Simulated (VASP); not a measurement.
# NaH3 (P6_3/mmc) in VASP: notebook

Runs on NaH3. Level: PBE. Tasks: single point, relaxation of cell and atoms.

All numbers are computed with VASP 6.6.1; they aren't measurements. Logs are shortened: lines on timing, memory, paths and dates and some standing lists are left out, and cuts for length are marked.

### 1 The cell of the first run

The structure is hexagonal, space group P6_3/mmc (No. 194). Conventional cell: a = 4.872 Å, b = 4.872 Å, c = 3.607 Å, α = 90.00°, β = 90.00°, γ = 120.00°. Na (site symmetry -6m2) has 12 H at 2.55 to 2.80 Å and 6 Na at 3.34 Å within 3.4 Å. H (site symmetry mm2) has 2 H at 1.16 Å within 1.6 Å.

### 2 Single point, PBE

INCAR reads:

```
SYSTEM = NaH3
PREC     = Accurate       ! precision mode
ENCUT    = 520            ! plane-wave cutoff, eV
EDIFF    = 1E-7           ! SCF threshold, eV
ISMEAR   = 0              ! smearing method
SIGMA    = 0.1            ! smearing width, eV
LREAL    = .False.        ! projectors in reciprocal space
LASPH    = .True.         ! aspherical terms in the spheres
NELM     = 100            ! most SCF steps
ALGO     = Normal         ! electronic algorithm
ISIF     = 2              ! what is computed and relaxed
LWAVE    = .False.        ! write WAVECAR
LCHARG   = .True.         ! write CHGCAR
GGA      = PE             ! functional
LELF     = .True.         ! ELF
LVHAR    = .True.       
NBANDS   = 20             ! bands
```

KPOINTS reads:

```
Automatic mesh
0
Gamma
  6 6 6
  0 0 0
```

POSCAR reads:

```
NaH3
1.0
    0.0000000000      0.0000000000      3.6067443727
    4.8719652260      0.0000000000      0.0000000000
   -2.4359826130      4.2192456520      0.0000000000
Na H
2 6
Direct
    0.2500000000      0.3333333333      0.6666666667
    0.7500000000      0.6666666667      0.3333333333
    0.2500000000      0.9209199889      0.8418399778
    0.7500000000      0.0790800111      0.9209199889
    0.2500000000      0.1581600222      0.0790800111
    0.7500000000      0.0790800111      0.1581600222
    0.2500000000      0.9209199889      0.0790800111
    0.7500000000      0.8418399778      0.9209199889
```

Potentials or basis: VASP PAW PBE potentials, release 64 (Na_pv, H).

On the command line:

```
$ cat potpaw_PBE.64/Na_pv/POTCAR potpaw_PBE.64/H/POTCAR > POTCAR
$ mpirun -np 1 vasp_std > vasp.out
```

OUTCAR:

```text
SYSTEM = NaH3
   PREC = Accurate
   ENCUT = 520
   EDIFF = 1E-7
   ISMEAR = 0
   LREAL = .False.
   LASPH = .True.
   NELM = 100
   ISIF = 2
   GGA = PE

 ion  position               nearest neighbor table
   1  0.250  0.333  0.667-
   2  0.750  0.667  0.333-
   3  0.250  0.921  0.842-
   4  0.750  0.079  0.921-
   5  0.250  0.158  0.079-
   6  0.750  0.079  0.158-
   7  0.250  0.921  0.079-
   8  0.750  0.842  0.921-

  LATTYP: Found a hexagonal cell.
 ALAT       =     4.8719652260
 C/A-ratio  =     0.7403058531

  Lattice vectors:

 A1 = (   4.8719652260,   0.0000000000,   0.0000000000)
 A2 = (  -2.4359826130,   4.2192456520,   0.0000000000)
 A3 = (   0.0000000000,   0.0000000000,   3.6067443727)

Analysis of symmetry for initial positions (statically):
=====================================================================
 Subroutine PRICEL returns:
 Original cell was already a primitive cell.

 Routine SETGRP: Setting up the symmetry group for a
 hexagonal supercell.

 Subroutine GETGRP returns: Found 24 space group operations
 (whereof 12 operations were pure point group operations)
 out of a pool of 24 trial point group operations.

The static configuration has the point symmetry D_3d.
 The point group associated with its full space group is D_6h.

Analysis of symmetry for dynamics (positions and initial velocities):
=====================================================================
 Subroutine PRICEL returns:
 Original cell was already a primitive cell.

 Routine SETGRP: Setting up the symmetry group for a
 hexagonal supercell.

 Subroutine GETGRP returns: Found 24 space group operations
 (whereof 12 operations were pure point group operations)
 out of a pool of 24 trial point group operations.

The dynamic configuration has the point symmetry D_3d.
 The point group associated with its full space group is D_6h.

 Subroutine INISYM returns: Found 24 space group operations
 (whereof 12 operations are pure point group operations),
 and found     1 'primitive' translations

----------------------------------------------------------------------------------------

                                     Primitive cell

  volume of cell :      74.1403

  direct lattice vectors                    reciprocal lattice vectors
     0.000000000  0.000000000  3.606744373     0.000000000  0.000000000  0.277258352
     4.871965226  0.000000000  0.000000000     0.205255981  0.118504596  0.000000000
    -2.435982613  4.219245652  0.000000000     0.000000000  0.237009191  0.000000000

  length of vectors
     3.606744373  4.871965226  4.871965226     0.277258352  0.237009191  0.237009191

  position of ions in fractional coordinates (direct lattice)
     0.250000000  0.333333333  0.666666667
     0.750000000  0.666666667  0.333333333
     0.250000000  0.920919989  0.841839978
     0.750000000  0.079080011  0.920919989
     0.250000000  0.158160022  0.079080011
     0.750000000  0.079080011  0.158160022
     0.250000000  0.920919989  0.079080011
     0.750000000  0.841839978  0.920919989

  ion indices of the primitive-cell ions
   primitive index   ion index
                 1           1
                 2           2
                 3           3
                 4           4
                 5           5
                 6           6
                 7           7
                 8           8

----------------------------------------------------------------------------------------

 KPOINTS: Automatic mesh

Automatic generation of k-mesh.
 Grid dimensions read from file:
 generate k-points for:    6    6    6

 Generating k-lattice:

  Cartesian coordinates                     Fractional coordinates (reciprocal lattice)
     0.000000000  0.000000000  0.046209725     0.166666667  0.000000000  0.000000000
     0.034209330  0.019750766  0.000000000     0.000000000  0.166666667  0.000000000
     0.000000000  0.039501532  0.000000000     0.000000000  0.000000000  0.166666667

  Length of vectors
     0.046209725  0.039501532  0.039501532

  Shift w.r.t. Gamma in fractional coordinates (k-lattice)
     0.000000000  0.000000000  0.000000000

 Subroutine IBZKPT returns following result:
 ===========================================

 Found     28 irreducible k-points:

 Following reciprocal coordinates:
            Coordinates               Weight
  0.000000  0.000000  0.000000      1.000000
  0.166667  0.000000  0.000000      2.000000
  0.333333  0.000000  0.000000      2.000000
  0.500000  0.000000  0.000000      1.000000
  0.000000  0.166667  0.000000      6.000000
  0.166667  0.166667  0.000000     12.000000
[... 16 lines left out ...]
  0.333333  0.333333  0.166667     24.000000
  0.500000  0.333333  0.166667     12.000000
 [... further k-points ...]
   k-points           NKPTS =     28   k-points in BZ     NKDIM =     28   number of bands    NBANDS=     20
   number of dos      NEDOS =    301   number of ions     NIONS =      8
   total plane-waves  NPLWV =  36288
[... 36 lines left out ...]
  volume/ion in A,a.u.               =       9.27        62.54
  Fermi-wavevector in a.u.,A,eV,Ry     =   1.057791  1.998936 15.223868  1.118923
  Thomas-Fermi vector in A             =   2.193077
   LORBIT       =      0    0 simple, 1 ext, 2 COOP (PROOUT), +10 PAW based schemes
   GGA     = PE    functional components
   LHFCALC =     F    Hartree Fock is set to
   AEXX    =    0.0000 exact exchange contribution
   IVDW    =     0    specifies the selected vdW correction
   LEPSILON=     F    determine dielectric tensor
   LRPA    =     F    only Hartree local field effects (RPA)
 non-spin polarized calculation
 Gauss-broadening in eV      SIGMA  =   0.10
  energy-cutoff  :      520.00
  volume of cell :       74.14
 maximum number of plane-waves:      2016
 NGX is ok and might be reduce to    28
   NGX = 13   NGY = 19   NGZ = 19

 number of electron      19.9999995 magnetization

 Free energy of the ion-electron system (eV)
  ---------------------------------------------------
  ext. energy  EPLUGINS =         0.00000000
  ---------------------------------------------------
  free energy    TOTEN  =       -18.38304672 eV

  energy without entropy =      -18.37750552  energy(sigma->0) =      -18.38027612

 E-fermi :   1.2975     XC(G=0):  -8.2214

 val. band max:        1.2130323019   @ k =   0.1667   0.0000   0.0000
 cond. band min:       1.3050639519   @ k =   0.5000   0.1667   0.0000
 fundamental gap:      0.0920316500
 Fermi energy:         1.2975288317

 k-point     1 :       0.0000    0.0000    0.0000
  band No.  band energies     occupation
      1     -23.2442      2.00000
      2     -23.2378      2.00000
      3     -23.2378      2.00000
      4     -23.2072      2.00000
      5     -23.1893      2.00000
      6     -23.1893      2.00000
[... 12 lines left out ...]
     19      14.2195      0.00000
     20      14.3968      0.00000

 k-point     2 :       0.1667    0.0000    0.0000
  band No.  band energies     occupation
      1     -23.2488      2.00000
      2     -23.2338      2.00000
      3     -23.2338      2.00000
      4     -23.2170      2.00000
      5     -23.1918      2.00000
      6     -23.1918      2.00000
[... 12 lines left out ...]
     19      12.1600      0.00000
     20      12.1600      0.00000

 k-point     3 :       0.3333    0.0000    0.0000
  band No.  band energies     occupation
      1     -23.2564      2.00000
      2     -23.2382      2.00000
      3     -23.2234      2.00000
      4     -23.2234      2.00000
      5     -23.1991      2.00000
      6     -23.1991      2.00000
[... 12 lines left out ...]
     19       9.6022      0.00000
     20      12.8815      0.00000

 k-point     4 :       0.5000    0.0000    0.0000
  band No.  band energies     occupation
      1     -23.2544      2.00000
      2     -23.2544      2.00000
      3     -23.2105      2.00000
      4     -23.2105      2.00000
      5     -23.2105      2.00000
      6     -23.2105      2.00000
[... 429 lines left out ...]
 k-point    23 :       0.3333    0.3333    0.1667
  band No.  band energies     occupation
      1     -23.2645      2.00000
      2     -23.2573      2.00000
      3     -23.2295      2.00000
      4     -23.2044      2.00000
      5     -23.1960      2.00000
      6     -23.1939      2.00000
[... 12 lines left out ...]
     19      11.2018      0.00000
     20      12.5284      0.00000

 k-point    24 :       0.5000    0.3333    0.1667
  band No.  band energies     occupation
      1     -23.2694      2.00000
      2     -23.2694      2.00000
      3     -23.2119      2.00000
      4     -23.2119      2.00000
      5     -23.1968      2.00000
      6     -23.1968      2.00000
[... 12 lines left out ...]
     19      11.9204      0.00000
     20      11.9204      0.00000

 [... further k-points ...]
[... 5 lines left out ...]
  --------------------------------------------------------------------------------------
  -------------------------------------------------------------------------------------
  Total       -0.1466278     -0.1466278      0.0786514      0.0000000     -0.0000000      0.0000000
  in kB       -3.1686373     -3.1686373      1.6996634      0.0000000     -0.0000000      0.0000000
  external PRESSURE =      -1.5458704 kB  Pullay stress =       0.0000000 kB

 VOLUME and BASIS-vectors are now :
 -----------------------------------------------------------------------------
  energy-cutoff  :      520.00
  volume of cell :       74.14
      direct lattice vectors                 reciprocal lattice vectors
     0.000000000  0.000000000  3.606744373     0.000000000  0.000000000  0.277258352
     4.871965226  0.000000000  0.000000000     0.205255981  0.118504596  0.000000000
    -2.435982613  4.219245652  0.000000000     0.000000000  0.237009191  0.000000000

 POSITION                                       TOTAL-FORCE (eV/Angst)
 -----------------------------------------------------------------------------------
     -0.00000      2.81283      0.90169        -0.000000      0.000000     -0.000000
      2.43598      1.40642      2.70506        -0.000000      0.000000      0.000000
      2.43598      3.55193      0.90169        -0.000000      0.038864     -0.000000
     -1.85807      3.88559      2.70506        -0.033657      0.019432     -0.000000
      0.57791      0.33366      0.90169        -0.033657     -0.019432     -0.000000
     -0.00000      0.66732      2.70506        -0.000000     -0.038864     -0.000000
      4.29405      0.33366      0.90169         0.033657     -0.019432     -0.000000
      1.85807      3.88559      2.70506         0.033657      0.019432     -0.000000
 -----------------------------------------------------------------------------------
    total drift:                               -0.000000      0.000000     -0.000000

  FREE ENERGIE OF THE ION-ELECTRON SYSTEM (eV)
  ---------------------------------------------------
  free  energy   TOTEN  =       -18.3830467222 eV

  energy  without entropy=      -18.3775055171  energy(sigma->0) =      -18.38027612
```

Run time: 24 s. Hardware: 1 thread of Intel Xeon 6975P-C (Granite Rapids), shared host; peak memory 0.18 GiB.

What came out:

| Property | Result |
| --- | --- |
| Free energy | -18.3830 eV |
| Pressure | -0.2 GPa |
| Largest force | 0.039 eV/Å |
| Band gap on the k mesh | zero (band 10 reaches 2.09 eV, above the bottom of band 11 at 0.89 eV) |

Forces on the atoms (eV/Å):
```
Na   0.000  0.000  0.000
Na   0.000  0.000  0.000
H    0.000  0.039  0.000
H   -0.034  0.019  0.000
H   -0.034 -0.019  0.000
H    0.000 -0.039  0.000
H    0.034 -0.019  0.000
H    0.034  0.019  0.000
```

Stress tensor (GPa, compression positive):
```
-0.32  0.00  0.00
 0.00 -0.32  0.00
 0.00  0.00  0.17
```

### 3 Single point, PBE

INCAR reads:

```
SYSTEM = NaH3
PREC = Accurate
ENCUT = 520
EDIFF = 1E-7
ISMEAR = 0
SIGMA = 0.1
LREAL = .FALSE.
LASPH = .TRUE.
NELM = 80
ALGO = Normal
ISIF = 2
LWAVE = .FALSE.
LCHARG = .FALSE.
GGA = PE
NBANDS = 20
```

KPOINTS reads:

```
Automatic mesh
0
G
  12 12 10
  0 0 0
```

POSCAR reads:

```
NaH3
1.0
    4.8719652260      0.0000000000      0.0000000000
   -2.4359826130      4.2192456520      0.0000000000
    0.0000000000      0.0000000000      3.6067443727
Na H
2 6
Direct
    0.3333333333      0.6666666667      0.2500000000
    0.6666666667      0.3333333333      0.7500000000
    0.9209199889      0.8418399778      0.2500000000
    0.0790800111      0.9209199889      0.7500000000
    0.1581600222      0.0790800111      0.2500000000
    0.0790800111      0.1581600222      0.7500000000
    0.9209199889      0.0790800111      0.2500000000
    0.8418399778      0.9209199889      0.7500000000
```

Potentials or basis: VASP PAW PBE potentials, release 64 (Na_pv, H).

On the command line:

```
$ cat potpaw_PBE.64/Na_pv/POTCAR potpaw_PBE.64/H/POTCAR > POTCAR
$ mpirun -np 1 vasp_std > vasp.out
```

Run time: 70 s. Hardware: 1 thread of Intel Xeon 6975P-C (Granite Rapids), shared host; peak memory 0.25 GiB.

The run converged. Its results:

```
Free energy            : -18.3629 eV
Pressure               : -0.1 GPa
Largest force          : 0.004 eV/Å
Band gap on the k mesh : zero (band 10 reaches 2.11 eV, above the bottom of band 11 at 0.90 eV)
```

Forces on the atoms (eV/Å):
```
Na   0.000  0.000  0.000
Na   0.000  0.000  0.000
H    0.000  0.004  0.000
H   -0.003  0.002  0.000
H   -0.003 -0.002  0.000
H    0.000 -0.004  0.000
H    0.003 -0.002  0.000
H    0.003  0.002  0.000
```

Levels at points of the mesh, in eV from the Fermi level:
| k point | band 8 | band 9 | band 10 | band 11 | band 12 | band 13 |
| --- | --- | --- | --- | --- | --- | --- |
| (0.00, 0.00, 0.00) | -4.80 | -1.56 | -1.56 | -0.35 | 3.11 | 3.11 |
| (0.50, 0.00, 0.00) | -4.72 | -3.72 | -1.98 | 0.80 | 5.10 | 5.17 |
| (0.00, 0.00, 0.50) | -9.13 | 0.86 | 0.86 | 0.86 | 0.86 | 2.33 |
| (0.50, 0.00, 0.50) | -8.97 | -1.07 | -1.07 | 0.50 | 0.50 | 4.05 |

### 4 Single point, PBE

INCAR reads:

```
PREC     = Accurate       # precision mode
ENCUT    = 520            # plane-wave cutoff, eV
EDIFF    = 1E-6           # SCF threshold, eV
ISMEAR   = 0              # smearing method
SIGMA    = 0.1            # smearing width, eV
LREAL    = False          # projectors in reciprocal space
LASPH    = True           # aspherical terms in the spheres
NELM     = 100            # most SCF steps
ALGO     = Normal         # electronic algorithm
ISIF     = 2              # what is computed and relaxed
LWAVE    = False          # write WAVECAR
LCHARG   = False          # write CHGCAR
GGA      = PE             # functional
NBANDS   = 20             # bands
```

KPOINTS reads:

```
Automatic mesh
0
Gamma
  12 12 10
```

POSCAR is that of step 3.

On the command line:

```
$ cat potpaw_PBE.64/Na_pv/POTCAR potpaw_PBE.64/H/POTCAR > POTCAR
$ mpirun -np 1 vasp_std > vasp.out
```

Wall time 66 s (1 thread of Intel Xeon 6975P-C (Granite Rapids), shared host); peak memory 0.25 GiB.

It converged, with:

| Item | Value |
| --- | --- |
| Free energy | -18.3629 eV |
| Pressure | -0.1 GPa |
| Largest force | 0.004 eV/Å |
| Band gap on the k mesh | zero (band 10 reaches 2.11 eV, above the bottom of band 11 at 0.90 eV) |

Forces in eV/Å, atoms in the order of the input:
```
Na   0.000  0.000  0.000
Na   0.000  0.000  0.000
H    0.000  0.004  0.000
H   -0.003  0.002  0.000
H   -0.003 -0.002  0.000
H    0.000 -0.004  0.000
H    0.003 -0.002  0.000
H    0.003  0.002  0.000
```

Levels at points of the mesh, in eV from the Fermi level:
| k point | band 8 | band 9 | band 10 | band 11 | band 12 | band 13 |
| --- | --- | --- | --- | --- | --- | --- |
| (0.00, 0.00, 0.00) | -4.80 | -1.56 | -1.56 | -0.35 | 3.11 | 3.11 |
| (0.50, 0.00, 0.00) | -4.72 | -3.72 | -1.98 | 0.80 | 5.10 | 5.17 |
| (0.00, 0.00, 0.50) | -9.13 | 0.86 | 0.86 | 0.86 | 0.86 | 2.33 |
| (0.50, 0.00, 0.50) | -8.97 | -1.07 | -1.07 | 0.50 | 0.50 | 4.05 |

### 5 Relaxation of cell and atoms, PBE

INCAR reads:

```
SYSTEM = NaH3
ALGO = Normal
EDIFF = 1E-6
EDIFFG = -0.01
ENCUT = 600
GGA = PE
IBRION = 2
ISIF = 3
ISMEAR = 0
LASPH = .TRUE.
LCHARG = .FALSE.
LREAL = .FALSE.
LWAVE = .FALSE.
NELM = 100
NSW = 100
PREC = Accurate
SIGMA = 0.1
```

KPOINTS reads:

```
k-points
0
G
  12 12 10
  0 0 0
```

POSCAR is that of step 4.

On the command line:

```
$ cat potpaw_PBE.64/Na_pv/POTCAR potpaw_PBE.64/H/POTCAR > POTCAR
$ mpirun -np 1 vasp_std > vasp.out
```

Wall time 62 s (1 thread of Intel Xeon 6975P-C (Granite Rapids), shared host); peak memory 0.28 GiB.

It converged, with:

```yaml
Free_energy: -18.3651 eV
Pressure_after_relaxing: 0.0 GPa
Band_gap_on_the_k_mesh: zero (band 10 reaches 2.11 eV, above the bottom of band 11 at 0.90 eV)
```

Forces on the atoms (eV/Å):
```
Na   0.000  0.000  0.000
Na   0.000  0.000  0.000
H    0.000  0.002  0.000
H   -0.002  0.001  0.000
H   -0.002 -0.001  0.000
H    0.000 -0.002  0.000
H    0.002 -0.001  0.000
H    0.002  0.001  0.000
```

Final structure:
```
Na H
1.0
     4.87197    0.00000    0.00000
    -2.43598    4.21925    0.00000
     0.00000    0.00000    3.60674
Na H
2 6
Direct
  0.33333 0.66667 0.25000
  0.66667 0.33333 0.75000
  0.92092 0.84184 0.25000
  0.07908 0.92092 0.75000
  0.15816 0.07908 0.25000
  0.07908 0.15816 0.75000
  0.92092 0.07908 0.25000
  0.84184 0.92092 0.75000
```

Levels at points of the mesh, in eV from the Fermi level:
```tsv
k point	band 6	band 7	band 8	band 9	band 10	band 11	band 12	band 13	band 14	band 15
(0.00, 0.00, 0.00)	-24.46	-11.60	-4.80	-1.56	-1.56	-0.35	3.11	3.11	5.39	5.53
(0.50, 0.00, 0.00)	-24.45	-11.39	-4.72	-3.72	-1.98	0.80	5.10	5.17	5.44	6.14
(0.00, 0.00, 0.50)	-24.48	-9.13	-9.13	0.86	0.86	0.86	0.86	2.33	2.33	6.44
(0.50, 0.00, 0.50)	-24.47	-8.97	-8.97	-1.07	-1.07	0.50	0.50	4.05	4.05	7.84
```

Caveat: the relaxation stopped at its first step, so nothing moved.

### 6 Summary

```tsv
task	cell	k mesh	cutoff (eV)	gap on the mesh (eV)	pressure (GPa)
single point	a = 3.607, b = 4.872, c = 4.872 Å, angles 120.0, 90.0, 90.0°, 8 atoms	6 × 6 × 6	520	none	-0.2
single point	a = 4.872, b = 4.872, c = 3.607 Å, angles 90.0, 90.0, 120.0°, 8 atoms	12 × 12 × 10	520	none	-0.1
relaxation of cell and atoms	relaxed from a = 4.872, b = 4.872, c = 3.607 Å, angles 90.0, 90.0, 120.0°, 8 atoms	12 × 12 × 10	600	none	0.0
```

Alike in all rows: level PBE; potentials or basis VASP PAW PBE potentials, release 64 (Na_pv, H); no spin polarisation; smearing gaussian 0.1 eV.

Caveats: the relaxation stopped at its first step, so nothing moved (some runs).

Total energies depend on the potentials used, so only differences within one code and one set of settings carry meaning.
